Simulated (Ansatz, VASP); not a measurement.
# One calculation of Re, two programs

```
Re
1.0
     2.74782    0.00000    0.00000
    -1.37391    2.37968    0.00000
     0.00000    0.00000    8.87885
Re
4
Direct
  0.00000 0.00000 0.00000
  0.33333 0.66667 0.25000
  0.00000 0.00000 0.50000
  0.66667 0.33333 0.75000
```

Alike in both runs: task single point; functional PBE; k mesh 10 × 10 × 3; occupations fermi-dirac, width 0.01 eV; no spin polarisation.

|  | VASP | Ansatz |
| --- | --- | --- |
| version | VASP 6.6.1 | Ansatz 0.2.0 |
| potentials or method | VASP PAW PBE potentials, release 64 (Re), cutoff 520 eV | plane waves, PAW |
| valence electrons in the cell | 28 | 60 |

Ansatz gave:

```
pressure (GPa)                                                : 11.1
traceless stress, the component that is largest in VASP (GPa) : -0.71
```

Q: What did VASP give for the same quantities?

A: Pressure (GPa): 10.9; traceless stress, the component that is largest in VASP (GPa): -0.72.

VASP's potentials hold 28 valence electrons a cell and Ansatz's 60, so a difference there can come from the potentials and not from the codes. Ansatz's warnings: stress scf threshold loose.

Neither program's run includes spin-orbit coupling.
